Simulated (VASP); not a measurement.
Write the native input for VASP 6.6.1 that does the following.

```yaml
Task: relaxation of cell and atoms
Functional: PBE
Potentials_or_basis: VASP PAW PBE potentials, release 64 (Y_sv, Al, N)
Cutoff: 600 eV
k_mesh: 10 × 10 × 10
Occupations: gaussian, width 0.02 eV
Spin: no spin polarisation
Dipole_correction: no
Further_INCAR_settings: ALGO = Normal; EDIFF = 1e-06; IBRION = 2; EDIFFG = -0.01; NSW = 100; ISIF = 3
```

The structure of Y3AlN4 lies in POSCAR:

```
Y3AlN4
1.0
   -2.4089870739      2.4089870739      4.6502237994
    2.4089870739     -2.4089870739      4.6502237994
    2.4089870739      2.4089870739     -4.6502237994
Y Al N
3 1 4
Direct
    0.7500000000      0.2500000000      0.5000000000
    0.2500000000      0.7500000000      0.5000000000
    0.5000000000      0.5000000000      0.0000000000
    0.0000000000      0.0000000000      0.0000000000
    0.5000000000      0.0000000000      0.5000000000
    0.0000000000      0.5000000000      0.5000000000
    0.2289252843      0.2289252843      0.0000000000
    0.7710747157      0.7710747157      0.0000000000
```

One way to write it, as run:

INCAR

```
ALGO = Normal
EDIFF = 1E-6
EDIFFG = -0.01
ENCUT = 600
GGA = PE
IBRION = 2
ISIF = 3
ISMEAR = 0
LASPH = T
LCHARG = F
LREAL = F
LWAVE = F
NELM = 60
NSW = 100
PREC = Accurate
SIGMA = 0.02
```

KPOINTS

```
k-points
0
Gamma
  10 10 10
```

Potentials or basis: VASP PAW PBE potentials, release 64 (Y_sv, Al, N).

The run is started by

```bash
$ cat potpaw_PBE.64/Y_sv/POTCAR potpaw_PBE.64/Al/POTCAR potpaw_PBE.64/N/POTCAR > POTCAR
$ mpirun -np 1 vasp_std > vasp.out
```

Results of the run:

```yaml
Relaxed_volume: 13.47 Å³/atom
Relaxed_cell: a = 5.762 Å, b = 5.762 Å, c = 5.762 Å, α = 130.61°, β = 130.61°, γ = 72.43°
Space_group_after_relaxing_to_0.1_Å: I4/mmm (No. 139)
Energy_gained_by_relaxing: 0.0 meV/atom
Ionic_steps: 3
Pressure_after_relaxing: 0.0 GPa
Largest_force_after_relaxing: 0.004 eV/Å
Band_gap_on_the_k_mesh: 0.47 eV
```

Run time: 39 min on 1 thread of Oxide Virtual Turin-like Processor (shared host), peak memory 0.61 GiB.
